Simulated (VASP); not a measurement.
# KBr (Fm-3m) in VASP: further runs

The runs below take KBr through single point, with PBEsol.

All numbers are computed with VASP 6.6.1; they aren't measurements. Logs are shortened: lines on timing, memory, paths and dates and some standing lists are left out, and cuts for length are marked.

## 1. The cell of the first run

The structure is cubic, space group Fm-3m (No. 225). The conventional cell has a = 5.772 Å, b = 5.772 Å, c = 5.772 Å, α = 90.00°, β = 90.00°, γ = 90.00°. K (site symmetry m-3m) has 6 Br at 2.89 Å within 3.8 Å. Within 3.8 Å of Br (site symmetry m-3m) lie 6 K at 2.89 Å.

## 2. Single point, PBEsol

File INCAR:

```
SYSTEM = KBr
PREC = Accurate
ENCUT = 520
EDIFF = 1E-6
ISMEAR = 0
SIGMA = 0.01
LREAL = .False.
LASPH = .True.
NELM = 80
ALGO = Normal
ISIF = 2
LWAVE = .False.
LCHARG = .False.
GGA = PS
NBANDS = 15
```

File KPOINTS:

```
regular mesh
0
Gamma
  6 6 6
  0 0 0
```

File POSCAR:

```
KBr
1.0
    2.8860910258      2.8860910258      0.0000000000
   -2.8860910258      2.8860910258      0.0000000000
    0.0000000000      2.8860910258      2.8860910258
K Br
1 1
Direct
    0.0000000000      0.0000000000      0.0000000000
    0.5000000000      0.5000000000      0.0000000000
```

Potentials or basis: VASP PAW PBE potentials, release 64 (K_sv, Br).

Launch:

```console
cat potpaw_PBE.64/K_sv/POTCAR potpaw_PBE.64/Br/POTCAR > POTCAR
mpirun -np 1 vasp_std > vasp.out
```

OUTCAR:

```text
SYSTEM = KBr
   PREC = Accurate
   ENCUT = 520
   EDIFF = 1E-6
   ISMEAR = 0
   LREAL = .False.
   LASPH = .True.
   NELM = 80
   ISIF = 2
   GGA = PS

 ion  position               nearest neighbor table
   1  0.000  0.000  0.000-   2 2.89   2 2.89   2 2.89   2 2.89   2 2.89   2 2.89
   2  0.500  0.500  0.000-   1 2.89   1 2.89   1 2.89   1 2.89   1 2.89   1 2.89

  LATTYP: Found a face centered cubic cell.
 ALAT       =     5.7721820516

  Lattice vectors:

 A1 = (   0.0000000000,   2.8860910258,   2.8860910258)
 A2 = (   2.8860910258,   0.0000000000,   2.8860910258)
 A3 = (   2.8860910258,   2.8860910258,   0.0000000000)

Analysis of symmetry for initial positions (statically):
=====================================================================
 Subroutine PRICEL returns:
 Original cell was already a primitive cell.

 Routine SETGRP: Setting up the symmetry group for a
 face centered cubic supercell.

 Subroutine GETGRP returns: Found 48 space group operations
 (whereof 48 operations were pure point group operations)
 out of a pool of 48 trial point group operations.

The static configuration has the point symmetry O_h .

Analysis of symmetry for dynamics (positions and initial velocities):
=====================================================================
 Subroutine PRICEL returns:
 Original cell was already a primitive cell.

 Routine SETGRP: Setting up the symmetry group for a
 face centered cubic supercell.

 Subroutine GETGRP returns: Found 48 space group operations
 (whereof 48 operations were pure point group operations)
 out of a pool of 48 trial point group operations.

The dynamic configuration has the point symmetry O_h .

 Subroutine INISYM returns: Found 48 space group operations
 (whereof 48 operations are pure point group operations),
 and found     1 'primitive' translations

----------------------------------------------------------------------------------------

                                     Primitive cell

  volume of cell :      48.0795

  direct lattice vectors                    reciprocal lattice vectors
     2.886091026  2.886091026  0.000000000     0.173244709  0.173244709 -0.173244709
    -2.886091026  2.886091026  0.000000000    -0.173244709  0.173244709 -0.173244709
     0.000000000  2.886091026  2.886091026     0.000000000  0.000000000  0.346489418

  length of vectors
     4.081549071  4.081549071  4.081549071     0.300068638  0.300068638  0.346489418

  position of ions in fractional coordinates (direct lattice)
     0.000000000  0.000000000  0.000000000
     0.500000000  0.500000000  0.000000000

  ion indices of the primitive-cell ions
   primitive index   ion index
                 1           1
                 2           2

----------------------------------------------------------------------------------------

 KPOINTS: regular mesh

Automatic generation of k-mesh.
 Grid dimensions read from file:
 generate k-points for:    6    6    6

 Generating k-lattice:

  Cartesian coordinates                     Fractional coordinates (reciprocal lattice)
     0.028874118  0.028874118 -0.028874118     0.166666667  0.000000000  0.000000000
    -0.028874118  0.028874118 -0.028874118     0.000000000  0.166666667  0.000000000
     0.000000000  0.000000000  0.057748236     0.000000000  0.000000000  0.166666667

  Length of vectors
     0.050011440  0.050011440  0.057748236

  Shift w.r.t. Gamma in fractional coordinates (k-lattice)
     0.000000000  0.000000000  0.000000000

 Subroutine IBZKPT returns following result:
 ===========================================

 Found     16 irreducible k-points:

 Following reciprocal coordinates:
            Coordinates               Weight
  0.000000  0.000000  0.000000      1.000000
  0.166667  0.000000  0.000000      8.000000
  0.333333  0.000000  0.000000      8.000000
  0.500000  0.000000  0.000000      4.000000
  0.166667  0.166667  0.000000     12.000000
  0.333333  0.166667  0.000000     24.000000
[... 8 lines left out ...]
  0.500000  0.333333  0.166667     24.000000
  0.500000  0.500000  0.166667     12.000000
   k-points           NKPTS =     16   k-points in BZ     NKDIM =     16   number of bands    NBANDS=     15
   number of dos      NEDOS =    301   number of ions     NIONS =      2
   total plane-waves  NPLWV =  27000
   dimension x,y,z NGX =    30 NGY =   30 NGZ =   30
   dimension x,y,z NGXF=    60 NGYF=   60 NGZF=   60
   ions per type =               1   1
   NGX,Y,Z   is equivalent  to a cutoff of  12.22, 12.22, 12.22 a.u.
   NGXF,Y,Z  is equivalent  to a cutoff of  24.44, 24.44, 24.44 a.u.
 SYSTEM =  KBr
   PREC   = accura    normal or accurate (medium, high low for compatibility)
   ISTART =      0    job   : 0-new  1-cont  2-samecut
   ICHARG =      2    charge: 1-file 2-atom 10-const
   ISPIN  =      1    spin polarized calculation?
   LNONCOLLINEAR =      F non collinear calculations
   LSORBIT =      F    spin-orbit coupling
   LASPH  =      T    aspherical Exc in radial PAW
   ENCUT  =  520.0 eV  38.22 Ry    6.18 a.u.   7.59  7.59  7.59*2*pi/ulx,y,z
   NELM   =     80;   NELMIN=  2; NELMDL= -5     # of ELM steps
   EDIFF  = 0.1E-05   stopping-criterion for ELM
   LREAL  =      F    real-space projection
   EDIFFG = 0.1E-04   stopping-criterion for IOM
   NSW    =      0    number of steps for IOM
   IBRION =     -1    ionic relax: 0-MD 1-quasi-New 2-CG
   NFREE  =      0    steps in history (QN), initial steepest desc. (CG)
   ISIF   =      2    stress and relaxation
   ISYM   =      2    0-nonsym 1-usesym 2-fastsym
   POTIM  = 0.5000    time-step for ionic-motion
   TEBEG  =    0.0;   TEEND  =   0.0 temperature during run
   PSTRESS=    0.0 pullay stress
   NELECT =      16.0000    total number of electrons
   NUPDOWN=      -1.0000    fix difference up-down
   EMIN   =  10.00;   EMAX   =-10.00  energy-range for DOS
   EFERMI =   0.00;   METHOD = LEGACY
   ISMEAR =     0;   SIGMA  =   0.01  broadening in eV -4-tet -1-fermi 0-gaus
   EFERMI_NEDOS =   21; number of points for ismear=-14 and -15
   IALGO  =     38    algorithm
   IMIX   =      4    mixing-type and parameters
     AMIX     =   0.40;   BMIX     =  1.00
     AMIX_MAG =   1.60;   BMIX_MAG =  1.00
  volume/ion in A,a.u.               =      24.04       162.23
  Fermi-wavevector in a.u.,A,eV,Ry     =   1.134475  2.143846 17.511144  1.287033
  Thomas-Fermi vector in A             =   2.271179
   LORBIT       =      0    0 simple, 1 ext, 2 COOP (PROOUT), +10 PAW based schemes
   GGA     = PS    functional components
   LHFCALC =     F    Hartree Fock is set to
   AEXX    =    0.0000 exact exchange contribution
   IVDW    =     0    specifies the selected vdW correction
   LEPSILON=     F    determine dielectric tensor
   LRPA    =     F    only Hartree local field effects (RPA)
 non-spin polarized calculation
 Gauss-broadening in eV      SIGMA  =   0.01
  energy-cutoff  :      520.00
  volume of cell :       48.08
 maximum number of plane-waves:      1308
   NGX = 15   NGY = 15   NGZ = 15

 number of electron      15.9999996 magnetization

 Free energy of the ion-electron system (eV)
  ---------------------------------------------------
  ext. energy  EPLUGINS =         0.00000000
  ---------------------------------------------------
  free energy    TOTEN  =        -5.72326922 eV

  energy without entropy =       -5.72326922  energy(sigma->0) =       -5.72326922

 E-fermi :   0.4240     XC(G=0):  -9.3467

 val. band max:        0.3478612812   @ k =   0.0000   0.0000   0.0000
 cond. band min:       5.1307886715   @ k =   0.5000   0.5000   0.0000
 fundamental gap:      4.7829273903
 Fermi energy:         0.4239726405

 k-point     1 :       0.0000    0.0000    0.0000
  band No.  band energies     occupation
      1     -26.7377      2.00000
      2     -12.6994      2.00000
      3     -10.3106      2.00000
      4     -10.3106      2.00000
      5     -10.3106      2.00000
      6       0.3479      2.00000
      7       0.3479      2.00000
      8       0.3479      2.00000
      9       5.9477      0.00000
     10       7.5307      0.00000
     11       7.5307      0.00000
     12       7.5307      0.00000
     13       8.6986      0.00000
     14       8.6986      0.00000
     15      12.4425      0.00000

 k-point     2 :       0.1667    0.0000    0.0000
  band No.  band energies     occupation
      1     -26.7253      2.00000
      2     -12.8371      2.00000
      3     -10.3133      2.00000
      4     -10.3133      2.00000
      5     -10.1206      2.00000
      6      -0.3852      2.00000
      7       0.0926      2.00000
      8       0.0926      2.00000
      9       6.7661      0.00000
     10       7.6383      0.00000
     11       8.0149      0.00000
     12       8.0149      0.00000
     13       9.4024      0.00000
     14       9.4024      0.00000
     15      13.8213      0.00000

 k-point     3 :       0.3333    0.0000    0.0000
  band No.  band energies     occupation
      1     -26.7004      2.00000
      2     -13.0712      2.00000
      3     -10.3184      2.00000
      4     -10.3184      2.00000
      5      -9.7712      2.00000
      6      -1.4917      2.00000
      7      -0.3507      2.00000
      8      -0.3507      2.00000
      9       7.1710      0.00000
     10       9.2252      0.00000
     11       9.3217      0.00000
     12       9.3217      0.00000
     13      11.1033      0.00000
     14      11.1033      0.00000
     15      14.1093      0.00000

 k-point     4 :       0.5000    0.0000    0.0000
  band No.  band energies     occupation
      1     -26.6879      2.00000
      2     -13.1740      2.00000
      3     -10.3208      2.00000
      4     -10.3208      2.00000
      5      -9.6041      2.00000
      6      -1.9552      2.00000
      7      -0.5473      2.00000
      8      -0.5473      2.00000
      9       7.4908      0.00000
     10       9.6712      0.00000
     11      10.8828      0.00000
     12      10.8828      0.00000
     13      11.5190      0.00000
     14      11.5190      0.00000
     15      13.4446      0.00000
[... 163 lines left out ...]
 k-point    14 :       0.3333    0.3333    0.1667
  band No.  band energies     occupation
      1     -26.6854      2.00000
      2     -12.8837      2.00000
      3     -10.5089      2.00000
      4     -10.4129      2.00000
      5      -9.9841      2.00000
      6      -1.2865      2.00000
      7      -0.4392      2.00000
      8      -0.2861      2.00000
      9       6.7367      0.00000
     10       8.8238      0.00000
     11       9.9471      0.00000
     12      10.7618      0.00000
     13      11.1939      0.00000
     14      11.9179      0.00000
     15      13.2656      0.00000

 k-point    15 :       0.5000    0.3333    0.1667
  band No.  band energies     occupation
      1     -26.6775      2.00000
      2     -12.8523      2.00000
      3     -10.5583      2.00000
      4     -10.4945      2.00000
      5      -9.9599      2.00000
      6      -1.2024      2.00000
      7      -0.5761      2.00000
      8      -0.4846      2.00000
      9       7.7384      0.00000
     10       8.0606      0.00000
     11      10.4056      0.00000
     12      10.8483      0.00000
     13      11.6741      0.00000
     14      12.5870      0.00000
     15      13.5144      0.00000

 k-point    16 :       0.5000    0.5000    0.1667
  band No.  band energies     occupation
      1     -26.6743      2.00000
      2     -12.6580      2.00000
      3     -10.7046      2.00000
      4     -10.5608      2.00000
      5     -10.1360      2.00000
      6      -0.7396      2.00000
      7      -0.6418      2.00000
      8      -0.3686      2.00000
      9       6.3942      0.00000
     10       9.2930      0.00000
     11       9.7089      0.00000
     12      10.9852      0.00000
     13      11.5891      0.00000
     14      12.2697      0.00000
     15      13.6634      0.00000

------------------------ aborting loop because EDIFF is reached ----------------------------------------

  FORCE on cell =-STRESS in cart. coord.  units (eV):
  Direction    XX          YY          ZZ          XY          YZ          ZX
  --------------------------------------------------------------------------------------
  -------------------------------------------------------------------------------------
  Total        4.5945194      4.5945194      4.5945194     -0.0000000      0.0000000      0.0000000
  in kB      153.1054345    153.1054345    153.1054345     -0.0000000      0.0000000      0.0000000
  external PRESSURE =     153.1054345 kB  Pullay stress =       0.0000000 kB

 VOLUME and BASIS-vectors are now :
 -----------------------------------------------------------------------------
  energy-cutoff  :      520.00
  volume of cell :       48.08
      direct lattice vectors                 reciprocal lattice vectors
     2.886091026  2.886091026  0.000000000     0.173244709  0.173244709 -0.173244709
    -2.886091026  2.886091026  0.000000000    -0.173244709  0.173244709 -0.173244709
     0.000000000  2.886091026  2.886091026     0.000000000  0.000000000  0.346489418

 POSITION                                       TOTAL-FORCE (eV/Angst)
 -----------------------------------------------------------------------------------
      0.00000      0.00000      0.00000        -0.000000     -0.000000      0.000000
      0.00000      2.88609      0.00000         0.000000      0.000000      0.000000
 -----------------------------------------------------------------------------------
    total drift:                               -0.000000      0.000000      0.000000

  FREE ENERGIE OF THE ION-ELECTRON SYSTEM (eV)
  ---------------------------------------------------
  free  energy   TOTEN  =        -5.7232692152 eV

  energy  without entropy=       -5.7232692152  energy(sigma->0) =       -5.72326922
```

Wall time 7.9 s (1 thread of Intel Xeon Platinum 8488C (Sapphire Rapids), shared host); peak memory 0.16 GiB.

What came out:

* Free energy: -5.7233 eV
* Pressure: 15.3 GPa
* Band gap on the k mesh: 4.78 eV, indirect (least direct gap 5.19 eV)

Caveat: the PAW data sets were made with another functional, which shifts forces and pressure a little. A k mesh can miss the band edges.

(Part 1 of 2 ends here.)
